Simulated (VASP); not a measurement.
Set up this calculation in VASP 6.6.1, as the native input.

```
Task                   : single point
Functional             : r2SCAN
Potentials or basis    : VASP PAW PBE potentials, release 64 (B, N)
Cutoff                 : 520 eV
k mesh                 : 12 × 12 × 12
Occupations            : gaussian, width 0.01 eV
Spin                   : no spin polarisation
Dipole correction      : no
Further INCAR settings : ALGO = Normal; EDIFF = 1e-06; NBANDS = 11
```

The system is BN.

```
B N
1.0
     0.00000    1.80483    1.73263
     1.80483    0.00000    1.73263
     1.80483    1.80483    0.00000
B N
1 1
Direct
  0.00000 0.00000 0.00000
  0.25000 0.25000 0.25000
```

This cell differs from its parent crystal: uniaxial z strain -4.0%.

One way to write it, as run:

POSCAR

```
BN
1.0
    0.0000000000      1.8048254650      1.7326324464
    1.8048254650      0.0000000000      1.7326324464
    1.8048254650      1.8048254650      0.0000000000
B N
1 1
Direct
    0.0000000000      0.0000000000      0.0000000000
    0.2500000000      0.2500000000      0.2500000000
```

INCAR.step1

```
PREC = Accurate
ENCUT = 520
ISMEAR = 0
SIGMA = 0.01
LREAL = F
LASPH = T
NELM = 100
NBANDS = 11
GGA = PE
ALGO = Normal
EDIFF = 1E-4
LWAVE = T
LCHARG = F
```

INCAR.step2

```
PREC = Accurate
ENCUT = 520
EDIFF = 1E-6
ISMEAR = 0
SIGMA = 0.01
LREAL = F
LASPH = T
NELM = 100
ALGO = Normal
ISIF = 2
LWAVE = F
LCHARG = F
METAGGA = R2SCAN
LMIXTAU = T
NBANDS = 11
ISTART = 1
```

KPOINTS

```
Automatic mesh
0
Gamma
  12 12 12
```

Potentials or basis: VASP PAW PBE potentials, release 64 (B, N).

The run is started by

```bash
$ cat potpaw_PBE.64/B/POTCAR potpaw_PBE.64/N/POTCAR > POTCAR
$ cp INCAR.step1 INCAR
$ mpirun -np 1 vasp_std > vasp.out
$ cp INCAR.step2 INCAR
$ mpirun -np 1 vasp_std > vasp.out
```

Results of the run:

```yaml
Pressure: 18.5 GPa
Band_gap_on_the_k_mesh: 4.28 eV (least direct gap 9.31 eV)
```

Caveat: the cell differs from its parent crystal (uniaxial z strain -4.0%); the cell stands under pressure; the PAW data sets were made with another functional, which shifts forces and pressure a little.

Run time: 120 s on 1 thread of Intel Xeon 8259CL, with other jobs on the host, peak memory 0.14 GiB.
